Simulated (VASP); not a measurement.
The system is AlN.

```xyz
4
Lattice="3.1067 0.0000 0.0000 -1.5533 2.6905 0.0000 0.0000 0.0000 4.9786" Properties=species:S:1:pos:R:3 pbc="T T T"
Al    0.0000    1.7937   -0.0164
Al    1.5533    0.8968    2.4729
N     0.0000    1.7937    1.8834
N     1.5533    0.8968    4.3727
```

Program: VASP 6.6.1. Alike in all runs: task single point; potentials or basis VASP PAW PBE potentials, release 64 (Al, N); no spin polarisation; cell as given; k mesh 6 × 6 × 4; cutoff (eV) 520; smearing gaussian 0.01 eV.

Question: Order these runs on this cell by their band gap on the k mesh, lowest first.
A. level PBE0; grid for exact exchange (PRECFOCK) Normal
B. level r2SCAN
C. level PBE

Answer: C (4.24 eV), B (4.92 eV), A (6.33 eV).
